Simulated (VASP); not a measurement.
Here is a VASP 6.6.1 calculation.

File INCAR:

```
ALGO     = Normal         # electronic algorithm
EDIFF    = 1E-6           # SCF threshold, eV
ENCUT    = 600            # plane-wave cutoff, eV
GGA      = PS             # functional
GGA_COMPAT= F            
ISIF     = 2              # what is computed and relaxed
ISMEAR   = 0              # smearing method
ISPIN    = 2              # spin polarisation
LASPH    = T              # aspherical terms in the spheres
LCHARG   = F              # write CHGCAR
LMAXMIX  = 4              # l up to which the mixer works
LORBIT   = 11             # projections on sites
LREAL    = F              # projectors in reciprocal space
LWAVE    = F              # write WAVECAR
MAGMOM   = -0.87 -0.87 0 0 0 0 # initial moments
NBANDS   = 38             # bands
NELM     = 200            # most SCF steps
PREC     = Accurate       # precision mode
SIGMA    = 0.1            # smearing width, eV
```

KPOINTS

```
k-points
0
Gamma
  8 8 12
```

POSCAR

```
VO2
1.0
    4.6722105777      0.0000000000      0.0000000000
    0.0000000000      4.6722105777      0.0000000000
    0.0000000000      0.0000000000      2.7514859920
V O
2 4
Direct
    0.0000000000      0.0000000000      0.0000000000
    0.5000000000      0.5000000000      0.5000000000
    0.2991131525      0.2991131525      0.0000000000
    0.7008868475      0.7008868475      0.0000000000
    0.7991131525      0.2008868475      0.5000000000
    0.2008868475      0.7991131525      0.5000000000
```

Potentials or basis: VASP PAW PBE potentials, release 64 (V_sv, O).

Command:

```console
$ cat potpaw_PBE.64/V_sv/POTCAR potpaw_PBE.64/O/POTCAR > POTCAR
$ mpirun -np 1 vasp_std > vasp.out
```

**Question.** What does it give for the site moments?

**Answer.** V -0.95; O +0.04 μB.

**Question.** What does it give for the pressure?

**Answer.** -8.3 GPa.

Stress tensor (GPa, compression positive):
```
-12.12   0.00   0.00
  0.00 -12.12   0.00
  0.00   0.00  -0.79
```

Caveat: the cell differs from its parent crystal (biaxial strain in the a-b plane: +3.0 %); the stress differs along the axes, from -12 to -1 GPa; the PAW data sets were made with another functional, which shifts forces and pressure a little.
